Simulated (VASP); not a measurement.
# Zr (Im-3m) in VASP: settings compared, part 2 of 2

VASP 6.6.1. The steps go on from the part before.

## Step 3: Single point, PBEsol

INCAR

```
ALGO = Normal
EDIFF = 1E-6
ENCUT = 520
GGA = PS
ISIF = 2
ISMEAR = -1
LASPH = T
LCHARG = T
LELF = T
LREAL = F
LVHAR = T
LWAVE = F
NBANDS = 12
NELM = 100
PREC = Accurate
SIGMA = 0.05
```

KPOINTS

```
k-points
0
Gamma
  13 13 13
```

POSCAR

```
Zr
1.0
   -1.7908472709      1.7908472709      1.7908472709
    1.7908472709     -1.7908472709      1.7908472709
    1.7908472709      1.7908472709     -1.7908472709
Zr
1
Direct
    0.0000000000      0.0000000000      0.0000000000
```

Potentials or basis: VASP PAW PBE potentials, release 64 (Zr_sv).

The run is started by

```sh
$ cat potpaw_PBE.64/Zr_sv/POTCAR > POTCAR
$ mpirun -np 1 vasp_std > vasp.out
```

OUTCAR:

```text
EDIFF = 1E-6
   ENCUT = 520
   GGA = PS
   ISIF = 2
   ISMEAR = -1
   LASPH = T
   LREAL = F
   NELM = 100
   PREC = Accurate

 ion  position               nearest neighbor table
   1  0.000  0.000  0.000-

  LATTYP: Found a body centered cubic cell.
 ALAT       =     3.5816945418

  Lattice vectors:

 A1 = (  -1.7908472709,   1.7908472709,   1.7908472709)
 A2 = (   1.7908472709,  -1.7908472709,   1.7908472709)
 A3 = (   1.7908472709,   1.7908472709,  -1.7908472709)

Analysis of symmetry for initial positions (statically):
=====================================================================
 Subroutine PRICEL returns:
 Original cell was already a primitive cell.

 Routine SETGRP: Setting up the symmetry group for a
 body centered cubic supercell.

 Subroutine GETGRP returns: Found 48 space group operations
 (whereof 48 operations were pure point group operations)
 out of a pool of 48 trial point group operations.

The static configuration has the point symmetry O_h .

Analysis of symmetry for dynamics (positions and initial velocities):
=====================================================================
 Subroutine PRICEL returns:
 Original cell was already a primitive cell.

 Routine SETGRP: Setting up the symmetry group for a
 body centered cubic supercell.

 Subroutine GETGRP returns: Found 48 space group operations
 (whereof 48 operations were pure point group operations)
 out of a pool of 48 trial point group operations.

The dynamic configuration has the point symmetry O_h .

 Subroutine INISYM returns: Found 48 space group operations
 (whereof 48 operations are pure point group operations),
 and found     1 'primitive' translations

----------------------------------------------------------------------------------------

                                     Primitive cell

  volume of cell :      22.9739

[... 105 lines left out ...]
     AMIX     =   0.40;   BMIX     =  1.00
     AMIX_MAG =   1.60;   BMIX_MAG =  1.00
  volume/ion in A,a.u.               =      22.97       155.04
  Fermi-wavevector in a.u.,A,eV,Ry     =   1.318429  2.491469 23.650390  1.738255
  Thomas-Fermi vector in A             =   2.448399
   LORBIT       =      0    0 simple, 1 ext, 2 COOP (PROOUT), +10 PAW based schemes
   GGA     = PS    functional components
   LHFCALC =     F    Hartree Fock is set to
   AEXX    =    0.0000 exact exchange contribution
   IVDW    =     0    specifies the selected vdW correction
   LEPSILON=     F    determine dielectric tensor
   LRPA    =     F    only Hartree local field effects (RPA)
 non-spin polarized calculation
  energy-cutoff  :      520.00
  volume of cell :       22.97
 maximum number of plane-waves:       632
   NGX = 11   NGY = 11   NGZ = 11

 number of electron      12.0000000 magnetization

 Free energy of the ion-electron system (eV)
  ---------------------------------------------------
  ext. energy  EPLUGINS =         0.00000000
  ---------------------------------------------------
  free energy    TOTEN  =        -9.00629046 eV

  energy without entropy =       -8.98998698  energy(sigma->0) =       -8.99813872

 E-fermi :   8.7374     XC(G=0): -11.2578

 val. band max:        8.7233227388   @ k =  -0.3077  -0.4615   0.0769
 cond. band min:       8.7384584055   @ k =   0.2308   0.2308   0.0000
 fundamental gap:      0.0151356667
 Fermi energy:         8.7373868228

 k-point     1 :       0.0000    0.0000    0.0000
  band No.  band energies     occupation
      1     -39.6354      2.00000
      2     -17.1490      2.00000
      3     -17.1490      2.00000
      4     -17.1490      2.00000
      5       3.3215      2.00000
      6       9.8512      0.00000
      7       9.8512      0.00000
      8       9.8512      0.00000
      9      12.3737      0.00000
     10      12.3737      0.00000
     11      21.1630      0.00000
     12      21.1630      0.00000
[... 331 lines left out ...]
 k-point    24 :       0.2308    0.0769    0.0769
  band No.  band energies     occupation
      1     -39.5188      2.00000
      2     -17.8760      2.00000
      3     -17.3693      2.00000
      4     -17.2061      2.00000
      5       5.9706      2.00000
      6       8.3747      1.99859
      7       8.6874      1.46219
      8      12.2226      0.00000
      9      12.6853      0.00000
     10      13.5499      0.00000
     11      20.9460      0.00000
     12      21.4506      0.00000

 [... further k-points ...]
[... 5 lines left out ...]
  --------------------------------------------------------------------------------------
  -------------------------------------------------------------------------------------
  Total       -0.6368949     -0.6368949     -0.6368949      0.0000000     -0.0000000      0.0000000
  in kB      -44.4163320    -44.4163320    -44.4163320      0.0000000     -0.0000000      0.0000000
  external PRESSURE =     -44.4163320 kB  Pullay stress =       0.0000000 kB

 VOLUME and BASIS-vectors are now :
 -----------------------------------------------------------------------------
  energy-cutoff  :      520.00
  volume of cell :       22.97
      direct lattice vectors                 reciprocal lattice vectors
    -1.790847271  1.790847271  1.790847271     0.000000000  0.279197455  0.279197455
     1.790847271 -1.790847271  1.790847271     0.279197455  0.000000000  0.279197455
     1.790847271  1.790847271 -1.790847271     0.279197455  0.279197455  0.000000000

 POSITION                                       TOTAL-FORCE (eV/Angst)
 -----------------------------------------------------------------------------------
      0.00000      0.00000      0.00000         0.000000      0.000000     -0.000000
 -----------------------------------------------------------------------------------
    total drift:                                0.000000      0.000000      0.000000

  FREE ENERGIE OF THE ION-ELECTRON SYSTEM (eV)
  ---------------------------------------------------
  free  energy   TOTEN  =        -9.0062904591 eV

  energy  without entropy=       -8.9899869783  energy(sigma->0) =       -8.99813872
```

OSZICAR:

```text
N       E                     dE             d eps       ncg     rms          rms(c)
DAV:   1     0.857587303362E+02    0.85759E+02   -0.69504E+03  2016   0.997E+02
DAV:   2    -0.642253491084E+01   -0.92181E+02   -0.89601E+02  2308   0.271E+02
DAV:   3    -0.932309063665E+01   -0.29006E+01   -0.28472E+01  3000   0.405E+01
DAV:   4    -0.938409565330E+01   -0.61005E-01   -0.60974E-01  2348   0.570E+00
DAV:   5    -0.938552184700E+01   -0.14262E-02   -0.14262E-02  2860   0.635E-01    0.109E+01
DAV:   6    -0.906426444735E+01    0.32126E+00   -0.40585E-01  2236   0.577E+00    0.437E+00
DAV:   7    -0.900425666808E+01    0.60008E-01   -0.19735E-01  2472   0.381E+00    0.679E-01
DAV:   8    -0.900628750892E+01   -0.20308E-02   -0.10904E-02  2336   0.121E+00    0.114E-01
DAV:   9    -0.900629789228E+01   -0.10383E-04   -0.40961E-04  2684   0.182E-01    0.211E-02
DAV:  10    -0.900629203912E+01    0.58532E-05   -0.18163E-05  2356   0.452E-02    0.100E-02
DAV:  11    -0.900629050442E+01    0.15347E-05   -0.11529E-06  1648   0.119E-02    0.124E-03
DAV:  12    -0.900629045905E+01    0.45366E-07   -0.11848E-07  1156   0.328E-03
   1 F= -.90062905E+01 E0= -.89981387E+01  d E =-.163035E-01
```

Wall time 5.7 s (1 thread of Intel Xeon 6975P-C (Granite Rapids), shared host); peak memory 0.14 GiB.

What came out:

- Free energy: -9.0063 eV
- Pressure: -4.4 GPa
- Band gap on the k mesh: zero (band 6 reaches 9.85 eV, above the bottom of band 7 at 8.13 eV)

Caveat: the PAW data sets were made with another functional, which shifts forces and pressure a little.

## Step 4: Single point, PBE

INCAR

```
SYSTEM = Zr
PREC     = Accurate       ! precision mode
ENCUT    = 520            ! plane-wave cutoff, eV
EDIFF    = 1E-6           ! SCF threshold, eV
ISMEAR   = -1             ! smearing method
SIGMA    = 0.05           ! smearing width, eV
LREAL    = .False.        ! projectors in reciprocal space
LASPH    = .True.         ! aspherical terms in the spheres
NELM     = 80             ! most SCF steps
ALGO     = Normal         ! electronic algorithm
ISIF     = 2              ! what is computed and relaxed
LWAVE    = .False.        ! write WAVECAR
LCHARG   = .False.        ! write CHGCAR
GGA      = PE             ! functional
NBANDS   = 12             ! bands
```

KPOINTS

```
regular mesh
0
Gamma
  13 13 13
  0 0 0
```

POSCAR is that of step 3.

The run is started by

```sh
$ cat potpaw_PBE.64/Zr_sv/POTCAR > POTCAR
$ mpirun -np 1 vasp_std > vasp.out
```

Wall time 5.7 s (1 thread of Intel Xeon 6975P-C (Granite Rapids), shared host); peak memory 0.14 GiB.

The run converged. Its results:

```yaml
Free_energy: -8.4428 eV
Pressure: -0.6 GPa
Band_gap_on_the_k_mesh: zero (band 6 reaches 9.99 eV, above the bottom of band 7 at 8.27 eV)
```

Levels at points of the mesh, in eV from the Fermi level:
| k point | band 3 | band 4 | band 5 | band 6 | band 7 | band 8 | band 9 | band 10 |
| --- | --- | --- | --- | --- | --- | --- | --- | --- |
| (0.00, 0.00, 0.00) | -25.97 | -25.97 | -5.40 | 1.12 | 1.12 | 1.12 | 3.62 | 3.62 |

## Step 5: Summary

```csv
level,potentials or basis,gap on the mesh (eV),pressure (GPa)
LDA,"VASP PAW LDA potentials, release 64 (Zr_sv)",none,-7.3
PBEsol,"VASP PAW PBE potentials, release 64 (Zr_sv)",none,-4.4
PBE,"VASP PAW PBE potentials, release 64 (Zr_sv)",none,-0.6
```

Alike in all rows: task single point; no spin polarisation; cell as given; k mesh 13 × 13 × 13; cutoff (eV) 520; smearing fermi-dirac 0.05 eV.

Caveats: the PAW data sets were made with another functional, which shifts forces and pressure a little (some runs).

Total energies depend on the potentials used, so only differences within one code and one set of settings carry meaning.
